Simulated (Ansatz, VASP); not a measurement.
This is a calculation of HfB for VASP 6.6.1.

INCAR

```
SYSTEM = HfB
ALGO     = Normal         ! electronic algorithm
EDIFF    = 1E-6           ! SCF threshold, eV
EDIFFG   = -0.01          ! ionic threshold
ENCUT    = 600            ! plane-wave cutoff, eV
GGA      = RE             ! functional
IBRION   = 2              ! ionic algorithm
ISIF     = 3              ! what is computed and relaxed
ISMEAR   = -1             ! smearing method
IVDW     = 12             ! dispersion correction
LASPH    = .TRUE.         ! aspherical terms in the spheres
LCHARG   = .FALSE.        ! write CHGCAR
LREAL    = .FALSE.        ! projectors in reciprocal space
LWAVE    = .FALSE.        ! write WAVECAR
NELM     = 100            ! most SCF steps
NSW      = 60             ! ionic steps
PREC     = Accurate       ! precision mode
SIGMA    = 0.05           ! smearing width, eV
```

Contents of KPOINTS:

```
k-points
0
G
  10 10 10
  0 0 0
```

File POSCAR:

```
HfB
1.0
    0.0000000000      2.3100000000      2.3100000000
    2.3100000000      0.0000000000      2.3100000000
    2.3100000000      2.3100000000      0.0000000000
Hf B
1 1
Direct
    0.5000000000      0.5000000000      0.5000000000
    0.0000000000      0.0000000000      0.0000000000
```

Potentials or basis: VASP PAW PBE potentials, release 64 (Hf_pv, B).

Run with:

```console
$ cat potpaw_PBE.64/Hf_pv/POTCAR potpaw_PBE.64/B/POTCAR > POTCAR
$ mpirun -np 1 vasp_std > vasp.out
```

Question: Translate it to Ansatz 0.2.0. Potentials there: Ansatz PAW.

Answer: As run (the cutoff follows the program's own potentials):

input.yaml

```yaml
crystal:
  lattice:
    - [0.0, 2.31, 2.31]
    - [2.31, 0.0, 2.31]
    - [2.31, 2.31, 0.0]
  atoms:
    - { symbol: Hf, position: [0.5, 0.5, 0.5] }
    - { symbol: B, position: [0.0, 0.0, 0.0] }
hamiltonian:
  xc: revpbe
  pseudopotentials: { kind: paw }
  dispersion: d3bj
kpoints:
  mp_grid: { grid: [10, 10, 10] }
scf:
  occupations: { method: fermi_dirac, width: 0.05 }
output:
  forces: true
  stress: true
  eigenvalues: true
relax:
  f_tol: 0.01
  max_steps: 40
  cell: { stress_tol: 0.05 }
```

Potentials or basis: Ansatz PAW.

Launch:

```bash
$ ansatz run input.yaml --threads 2 --pin off --max-ram 5632MiB --backend cpu --events-out ev --progress --plain --runs-dir out
```

Both were run:

|  | VASP | Ansatz | Ansatz less VASP |
| --- | --- | --- | --- |
| gap on the k mesh at the Fermi level, each at its own relaxed structure (eV) | none | none | - |
| relaxed volume (Å³/atom) | 13.70 | 13.68 | -0.021 |
| relaxed cell length with the largest relative difference (Å) | 3.384 | 3.382 | -0.0018 |

VASP's potentials were made for PBE, not for revPBE. A gap of «none» marks a metal or a gap that the smearing closes. VASP's potentials hold 13 valence electrons a cell and Ansatz's 29, so a difference there can come from the potentials and not from the codes.

Neither program's run includes spin-orbit coupling. Noted on Ansatz's run: the plane-wave basis is chosen anew once the cell has moved, so the energies of steps on either side of that aren't comparable.
